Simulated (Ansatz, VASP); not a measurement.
## Two plane-wave programs on As2Se

The input INCAR:

```
SYSTEM = As2Se
PREC = Accurate
ENCUT = 520
EDIFF = 1E-6
ISMEAR = 0
SIGMA = 0.1
LREAL = .False.
LASPH = .True.
NELM = 100
ALGO = Normal
ISIF = 2
LWAVE = .False.
LCHARG = .True.
GGA = PE
LELF = .True.
LVHAR = .True.
NBANDS = 15
```

Contents of KPOINTS:

```
Automatic mesh
0
Gamma
  6 6 6
  0 0 0
```

The input POSCAR:

```
As2Se
1.0
    1.8490166000      1.0675302300      5.8263498000
   -1.8490166000      1.0675302300      5.8263498000
    0.0000000000     -2.1350604600      5.8263498000
As Se
2 1
Direct
    0.2500000000      0.2500000000      0.2500000000
    0.7500000000      0.7500000000      0.7500000000
    0.0000000000      0.0000000000      0.0000000000
```

Input for Ansatz:

```yaml
crystal:
  lattice:
    - [1.8490166, 1.06753023, 5.8263498]
    - [-1.8490166, 1.06753023, 5.8263498]
    - [0.0, -2.13506046, 5.8263498]
  atoms:
    - { symbol: As, position: [0.25, 0.25, 0.25] }
    - { symbol: As, position: [0.75, 0.75, 0.75] }
    - { symbol: Se, position: [0.0, 0.0, 0.0] }
basis:
  ecutwfc: 420
kpoints:
  mp_grid: { grid: [6, 6, 6] }
hamiltonian:
  xc: pbe
scf:
  occupations: { method: gaussian, width: 0.1 }
  lower_state_search: "off"
output:
  forces: true
  stress: true
  eigenvalues: true
```

Change from the starting cell: species swapped into the CdBr2 type (R-3m, No. 166).

Alike in both runs: task single point; functional PBE; k mesh 6 × 6 × 6; occupations gaussian, width 0.1 eV; no spin polarisation.

|  | VASP | Ansatz |
| --- | --- | --- |
| version | VASP 6.6.1 | Ansatz 0.2.0 |
| potentials or method | VASP PAW PBE potentials, release 64 (As, Se), cutoff 520 eV | scalar-relativistic, plane waves, PAW |
| valence electrons in the cell | 16 | 46 |

VASP gave:

```
gap on the k mesh at the Fermi level (eV)                     : none
pressure (GPa)                                                : 5.3
traceless stress, the component that is largest in VASP (GPa) : 3.58
rms of the force components (eV/Å)                            : 1.054
```

Problem. Which values does Ansatz return?

Solution. gap on the k mesh at the Fermi level (eV): none; pressure (GPa): 5.1; traceless stress, the component that is largest in VASP (GPa): 3.62; rms of the force components (eV/Å): 1.043.

Atom by atom the forces differ by 0.011 eV/Å (rms over components). A gap of «none» marks a metal or a gap that the smearing closes. VASP's potentials hold 16 valence electrons a cell and Ansatz's 46, so a difference there can come from the potentials and not from the codes.
